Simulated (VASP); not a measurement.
# ZrC (P6_3/mmc) in VASP: a series of runs, part 2 of 2

VASP 6.6.1. The steps go on from the part before.

**3. Single point, LDA**

This run uses another cell than the first one, of 13.44 Å³/atom, 1.020 times its volume.

Input file INCAR:

```
SYSTEM = ZrC
ALGO = Normal
EDIFF = 1E-7
ENCUT = 520
ISIF = 2
ISMEAR = -1
LASPH = .True.
LCHARG = .False.
LREAL = .False.
LWAVE = .False.
NBANDS = 24
NELM = 80
PREC = Accurate
SIGMA = 0.05
```

Input file KPOINTS:

```
k-points
0
Gamma
  9 9 5
  0 0 0
```

Input file POSCAR:

```
ZrC
1.0
    3.4139370341      0.0000000000      0.0000000000
   -1.7069685171      2.9565561985      0.0000000000
    0.0000000000      0.0000000000      5.3250874846
Zr C
2 2
Direct
    0.6666666667      0.3333333333      0.7500000000
    0.3333333333      0.6666666667      0.2500000000
    0.0000000000      0.0000000000      0.5000000000
    0.0000000000      0.0000000000      0.0000000000
```

Potentials or basis: VASP PAW LDA potentials, release 64 (Zr_sv, C).

Launch:

```sh
> cat potpaw_LDA.64/Zr_sv/POTCAR potpaw_LDA.64/C/POTCAR > POTCAR
> mpirun -np 1 vasp_std > vasp.out
```

OUTCAR:

```text
SYSTEM = ZrC
   EDIFF = 1E-7
   ENCUT = 520
   ISIF = 2
   ISMEAR = -1
   LASPH = .True.
   LREAL = .False.
   NELM = 80
   PREC = Accurate

 ion  position               nearest neighbor table
   1  0.667  0.333  0.750-   3 2.38   4 2.38   3 2.38   4 2.38   3 2.38   4 2.38   2 3.31   2 3.31
                             2 3.31   2 3.31   2 3.31   2 3.31
   2  0.333  0.667  0.250-   3 2.38   4 2.38   3 2.38   4 2.38   3 2.38   4 2.38   1 3.31   1 3.31
                             1 3.31   1 3.31   1 3.31   1 3.31
   3  0.000  0.000  0.500-   1 2.38   2 2.38   1 2.38   2 2.38   1 2.38   2 2.38
   4  0.000  0.000  0.000-   1 2.38   2 2.38   1 2.38   2 2.38   1 2.38   2 2.38

  LATTYP: Found a hexagonal cell.
 ALAT       =     3.4139370341
 C/A-ratio  =     1.5598083478

  Lattice vectors:

 A1 = (   3.4139370341,   0.0000000000,   0.0000000000)
 A2 = (  -1.7069685171,   2.9565561985,   0.0000000000)
 A3 = (   0.0000000000,   0.0000000000,   5.3250874846)

Analysis of symmetry for initial positions (statically):
=====================================================================
 Subroutine PRICEL returns:
 Original cell was already a primitive cell.

[... 171 lines left out ...]
  free energy    TOTEN  =       -41.72253807 eV

  energy without entropy =      -41.71623787  energy(sigma->0) =      -41.71938797

 E-fermi :   9.3509     XC(G=0): -12.1880

 val. band max:        9.3107970001   @ k =   0.2222   0.2222   0.2000
 cond. band min:       9.3924459798   @ k =   0.1111   0.1111   0.2000
 fundamental gap:      0.0816489797
 Fermi energy:         9.3508781901

 k-point     1 :       0.0000    0.0000    0.0000
  band No.  band energies     occupation
      1     -38.7862      2.00000
      2     -38.6799      2.00000
      3     -17.4483      2.00000
      4     -16.7946      2.00000
      5     -16.7946      2.00000
      6     -16.7004      2.00000
[... 637 lines left out ...]
     23      16.3730      0.00000
     24      16.3731      0.00000

 [... further k-points ...]
[... 5 lines left out ...]
  --------------------------------------------------------------------------------------
  -------------------------------------------------------------------------------------
  Total       -5.2484896     -5.2484896     -4.5266539      0.0000000      0.0000000     -0.0000000
  in kB     -156.4503478   -156.4503478   -134.9334056      0.0000000      0.0000000     -0.0000000
  external PRESSURE =    -149.2780337 kB  Pullay stress =       0.0000000 kB

 VOLUME and BASIS-vectors are now :
 -----------------------------------------------------------------------------
  energy-cutoff  :      520.00
  volume of cell :       53.75
      direct lattice vectors                 reciprocal lattice vectors
     3.413937034  0.000000000  0.000000000     0.292916943  0.169115676  0.000000000
    -1.706968517  2.956556198  0.000000000     0.000000000  0.338231352  0.000000000
     0.000000000  0.000000000  5.325087485     0.000000000  0.000000000  0.187790342

 POSITION                                       TOTAL-FORCE (eV/Angst)
 -----------------------------------------------------------------------------------
      1.70697      0.98552      3.99382        -0.000000      0.000000      0.000000
     -0.00000      1.97104      1.33127         0.000000      0.000000      0.000000
      0.00000      0.00000      2.66254        -0.000000      0.000000      0.000000
      0.00000      0.00000      0.00000        -0.000000      0.000000      0.000000
 -----------------------------------------------------------------------------------
    total drift:                               -0.000000      0.000000     -0.000000

  FREE ENERGIE OF THE ION-ELECTRON SYSTEM (eV)
  ---------------------------------------------------
  free  energy   TOTEN  =       -41.7225380715 eV

  energy  without entropy=      -41.7162378704  energy(sigma->0) =      -41.71938797
```

stdout:

```text
POSCAR found type information on POSCAR ZrC
 POSCAR found :  2 types and       4 ions
 scaLAPACK will be used
 LDA part: xc-table for (Slater(with rela. corr.)+CA(PZ))
 , standard interpolation
 POSCAR, INCAR and KPOINTS ok, starting setup
 FFT: planning ... GRIDC
 FFT: planning ... GRID_SOFT
 FFT: planning ... GRID
 WAVECAR not read
 entering main loop
```

It took 23 s on 1 thread of Intel Xeon 6975P-C (Granite Rapids), shared host; peak memory 0.17 GiB.

Results:

| Quantity | Value |
| --- | --- |
| Free energy | -41.7225 eV |
| Pressure | -14.9 GPa |
| Band gap on the k mesh | zero (band 16 reaches 10.26 eV, above the bottom of band 17 at 9.31 eV) |

Levels at points of the mesh, in eV from the Fermi level:
```csv
k point,band 12,band 13,band 14,band 15,band 16,band 17,band 18,band 19,band 20,band 21
"(0.00, 0.00, 0.00)",-2.75,-2.75,-1.06,-1.06,0.90,1.19,1.19,1.59,1.59,2.28
```

**4. Single point, LDA**

This run uses another cell than the first one, of 13.70 Å³/atom, 1.040 times its volume.

Input file INCAR:

```
PREC = Accurate
ENCUT = 520
EDIFF = 1E-6
ISMEAR = -1
SIGMA = 0.05
LREAL = F
LASPH = T
NELM = 60
ALGO = Normal
ISIF = 2
LWAVE = F
LCHARG = F
NBANDS = 24
```

Input file KPOINTS:

```
Automatic mesh
0
Gamma
  9 9 5
```

Input file POSCAR:

```
ZrC
1.0
    3.4361060776      0.0000000000      0.0000000000
   -1.7180530388      2.9757551533      0.0000000000
    0.0000000000      0.0000000000      5.3596669437
Zr C
2 2
Direct
    0.6666666667      0.3333333333      0.7500000000
    0.3333333333      0.6666666667      0.2500000000
    0.0000000000      0.0000000000      0.5000000000
    0.0000000000      0.0000000000      0.0000000000
```

Launch:

```sh
> cat potpaw_LDA.64/Zr_sv/POTCAR potpaw_LDA.64/C/POTCAR > POTCAR
> mpirun -np 1 vasp_std > vasp.out
```

Wall time 21 s (1 thread of Intel Xeon 6975P-C (Granite Rapids), shared host); peak memory 0.17 GiB.

Results (log left out):

- Free energy: -41.6137 eV
- Pressure: -18.3 GPa
- Band gap on the k mesh: zero (band 16 reaches 10.03 eV, above the bottom of band 17 at 9.09 eV)

Stress tensor (GPa, compression positive):
```
-19.02   0.00   0.00
  0.00 -19.02   0.00
  0.00   0.00 -16.76
```

Levels at points of the mesh, in eV from the Fermi level:
```csv
k point,band 13,band 14,band 15,band 16,band 17,band 18,band 19,band 20
"(0.00, 0.00, 0.00)",-2.70,-1.04,-1.04,0.89,1.17,1.17,1.55,1.55
```

**5. Single point, LDA**

This run uses another cell than the first one, of 13.96 Å³/atom, 1.060 times its volume.

Input file INCAR:

```
SYSTEM = ZrC
PREC = Accurate
ENCUT = 520
EDIFF = 1E-6
ISMEAR = -1
SIGMA = 0.05
LREAL = .False.
LASPH = .True.
NELM = 60
ALGO = Normal
ISIF = 2
LWAVE = .False.
LCHARG = .False.
NBANDS = 24
```

Input file KPOINTS:

```
Automatic mesh
0
Gamma
  9 9 5
  0 0 0
```

Input file POSCAR:

```
ZrC
1.0
    3.4579926937      0.0000000000      0.0000000000
   -1.7289963468      2.9947095188      0.0000000000
    0.0000000000      0.0000000000      5.3938058701
Zr C
2 2
Direct
    0.6666666667      0.3333333333      0.7500000000
    0.3333333333      0.6666666667      0.2500000000
    0.0000000000      0.0000000000      0.5000000000
    0.0000000000      0.0000000000      0.0000000000
```

Launch:

```sh
> cat potpaw_LDA.64/Zr_sv/POTCAR potpaw_LDA.64/C/POTCAR > POTCAR
> mpirun -np 1 vasp_std > vasp.out
```

Run time: 21 s. Hardware: 1 thread of Intel Xeon 6975P-C (Granite Rapids), shared host; peak memory 0.17 GiB.

The run converged. Its results:

```yaml
Free_energy: -41.4840 eV
Pressure: -21.3 GPa
Band_gap_on_the_k_mesh: zero (band 16 reaches 9.80 eV, above the bottom of band 17 at 8.88 eV)
```

Stress tensor (GPa, compression positive):
```
-22.06   0.00   0.00
  0.00 -22.06   0.00
  0.00   0.00 -19.70
```

Levels at points of the mesh, in eV from the Fermi level:
| k point | band 14 | band 15 | band 16 | band 17 | band 18 | band 19 |
| --- | --- | --- | --- | --- | --- | --- |
| (0.00, 0.00, 0.00) | -1.02 | -1.02 | 0.87 | 1.15 | 1.15 | 1.51 |

**6. Single point, r2SCAN**

Input file POSCAR:

```
ZrC
1.0
    3.3914762718      0.0000000000      0.0000000000
   -1.6957381359      2.9371046077      0.0000000000
    0.0000000000      0.0000000000      5.2900530000
Zr C
2 2
Direct
    0.6666666667      0.3333333333      0.7500000000
    0.3333333333      0.6666666667      0.2500000000
    0.0000000000      0.0000000000      0.5000000000
    0.0000000000      0.0000000000      0.0000000000
```

Input file INCAR.step1:

```
SYSTEM = ZrC
ALGO     = Normal         ! electronic algorithm
EDIFF    = 1E-4           ! SCF threshold, eV
ENCUT    = 520            ! plane-wave cutoff, eV
GGA      = PE             ! functional
ISMEAR   = -1             ! smearing method
LASPH    = .TRUE.         ! aspherical terms in the spheres
LCHARG   = .FALSE.        ! write CHGCAR
LREAL    = .FALSE.        ! projectors in reciprocal space
LWAVE    = .TRUE.         ! write WAVECAR
NBANDS   = 24             ! bands
NELM     = 60             ! most SCF steps
PREC     = Accurate       ! precision mode
SIGMA    = 0.05           ! smearing width, eV
```

Input file INCAR.step2:

```
SYSTEM = ZrC
ALGO     = Normal         ! electronic algorithm
EDIFF    = 1E-6           ! SCF threshold, eV
ENCUT    = 520            ! plane-wave cutoff, eV
ISIF     = 2              ! what is computed and relaxed
ISMEAR   = -1             ! smearing method
ISTART   = 1            
LASPH    = .TRUE.         ! aspherical terms in the spheres
LCHARG   = .FALSE.        ! write CHGCAR
LMIXTAU  = .TRUE.       
LREAL    = .FALSE.        ! projectors in reciprocal space
LWAVE    = .FALSE.        ! write WAVECAR
METAGGA  = R2SCAN         ! meta-GGA
NBANDS   = 24             ! bands
NELM     = 60             ! most SCF steps
PREC     = Accurate       ! precision mode
SIGMA    = 0.05           ! smearing width, eV
```

Input file KPOINTS:

```
k-points
0
G
  9 9 5
  0 0 0
```

Potentials or basis: VASP PAW PBE potentials, release 64 (Zr_sv, C).

Launch:

```sh
> cat potpaw_PBE.64/Zr_sv/POTCAR potpaw_PBE.64/C/POTCAR > POTCAR
> cp INCAR.step1 INCAR
> mpirun -np 1 vasp_std > vasp.out
> cp INCAR.step2 INCAR
> mpirun -np 1 vasp_std > vasp.out
```

Wall time 88 s (1 thread of Intel Xeon 6975P-C (Granite Rapids), shared host); peak memory 0.2 GiB.

It converged, with:

```
Free energy            : -68.6299 eV
Pressure               : -2.0 GPa
Band gap on the k mesh : zero (band 16 reaches 11.00 eV, above the bottom of band 17 at 9.81 eV)
```

Stress tensor (GPa, compression positive):
```
-3.47  0.00  0.00
 0.00 -3.47  0.00
 0.00  0.00  0.79
```

Levels at points of the mesh, in eV from the Fermi level:
| k point | band 12 | band 13 | band 14 | band 15 | band 16 | band 17 | band 18 | band 19 | band 20 | band 21 |
| --- | --- | --- | --- | --- | --- | --- | --- | --- | --- | --- |
| (0.00, 0.00, 0.00) | -3.06 | -3.06 | -1.33 | -1.33 | 1.10 | 1.35 | 1.35 | 1.73 | 1.73 | 2.43 |

Caveat: the PAW data sets were made with another functional, which shifts forces and pressure a little.

**7. Summary**

```tsv
level	potentials or basis	cell	gap on the mesh (eV)	pressure (GPa)
LDA	VASP PAW LDA potentials, release 64 (Zr_sv, C)	a = 3.391, b = 3.391, c = 5.290 Å, angles 90.0, 90.0, 120.0°, 4 atoms	none	-11.2
LDA	VASP PAW LDA potentials, release 64 (Zr_sv, C)	a = 3.414, b = 3.414, c = 5.325 Å, angles 90.0, 90.0, 120.0°, 4 atoms	none	-14.9
LDA	VASP PAW LDA potentials, release 64 (Zr_sv, C)	a = 3.436, b = 3.436, c = 5.360 Å, angles 90.0, 90.0, 120.0°, 4 atoms	none	-18.3
LDA	VASP PAW LDA potentials, release 64 (Zr_sv, C)	a = 3.458, b = 3.458, c = 5.394 Å, angles 90.0, 90.0, 120.0°, 4 atoms	none	-21.3
r2SCAN	VASP PAW PBE potentials, release 64 (Zr_sv, C)	a = 3.391, b = 3.391, c = 5.290 Å, angles 90.0, 90.0, 120.0°, 4 atoms	none	-2.0
```

Alike in all rows: task single point; no spin polarisation; k mesh 9 × 9 × 5; cutoff (eV) 520; smearing fermi-dirac 0.05 eV.

Caveats: the PAW data sets were made with another functional, which shifts forces and pressure a little (some runs).

Absolute energies hang on the potentials; compare differences alone.
